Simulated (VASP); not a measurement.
A run of VASP 6.6.1:

The input INCAR:

```
  PREC = Accurate
  ENCUT = 520
  EDIFF = 1E-6
  ISMEAR = -1
  SIGMA = 0.05
  LREAL = F
  LASPH = T
  NELM = 60
  ALGO = Normal
  ISIF = 2
  LWAVE = F
  LCHARG = T
  GGA = PE
  LELF = T
  LVHAR = T
  NBANDS = 8
```

The input KPOINTS:

```
Automatic mesh
0
Gamma
  16 16 16
```

File POSCAR:

```
As
1.0
    2.3057563296      0.0000000000      0.0000000000
    0.0000000000      2.3057563296      0.0000000000
    0.0000000000      0.0000000000      2.3057563296
As
1
Direct
    0.0000000000      0.0000000000      0.0000000000
```

Potentials or basis: VASP PAW PBE potentials, release 64 (As).

The run is started by

```console
$ cat potpaw_PBE.64/As/POTCAR > POTCAR
$ mpirun -np 1 vasp_std > vasp.out
```

Hardware: 1 thread of Intel(R) Xeon(R) Platinum 8488C (Sapphire Rapids) (shared host).

Question: Estimate the wall time of this run.

Answer: Run time: 7.9 s on 1 thread of Intel(R) Xeon(R) Platinum 8488C (Sapphire Rapids), with other jobs on the host, peak memory 0.12 GiB. Counts: scf iterations 10, k points 165.
